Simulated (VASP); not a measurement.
GeS, 8 atoms in the cell. It takes space group Pnma (No. 62, orthorhombic). Conventional cell: a = 10.781 Å, b = 3.603 Å, c = 4.523 Å, α = 90.00°, β = 90.00°, γ = 90.00°. Ge (site symmetry m) has 3 S at 2.42 to 2.44 Å within 3.2 Å. S (site symmetry m) has 3 Ge at 2.42 to 2.44 Å within 3.2 Å. 

* Program: VASP 6.6.1
* Task: electric field gradients
* Functional: r2SCAN
* Potentials or basis: VASP PAW PBE potentials, release 64 (Ge_d, S)
* Cutoff: 450 eV
* k mesh: 3 × 9 × 7
* Occupations: fermi-dirac, width 0.01 eV
* Spin: no spin polarisation
* Dipole correction: no
* Further INCAR settings: ALGO = Normal; EDIFF = 1e-08; NBANDS = 50

Potentials or basis: VASP PAW PBE potentials, release 64 (Ge_d, S).

Command:

```sh
$ cat potpaw_PBE.64/Ge_d/POTCAR potpaw_PBE.64/S/POTCAR > POTCAR
$ cp INCAR.step1 INCAR
$ mpirun -np 1 vasp_std > vasp.out
$ cp INCAR.step2 INCAR
$ mpirun -np 1 vasp_std > vasp.out
```

Hardware: 1 thread of AMD EPYC 9R45 96-Core Processor (Zen 5) (shared host).

Task: How long does it take, and how much memory?

Result: Wall time 11 min on 1 thread of AMD EPYC 9R45 96-Core Processor (Zen 5) (shared host), peak memory 0.38 GiB. Counts: k points 40.
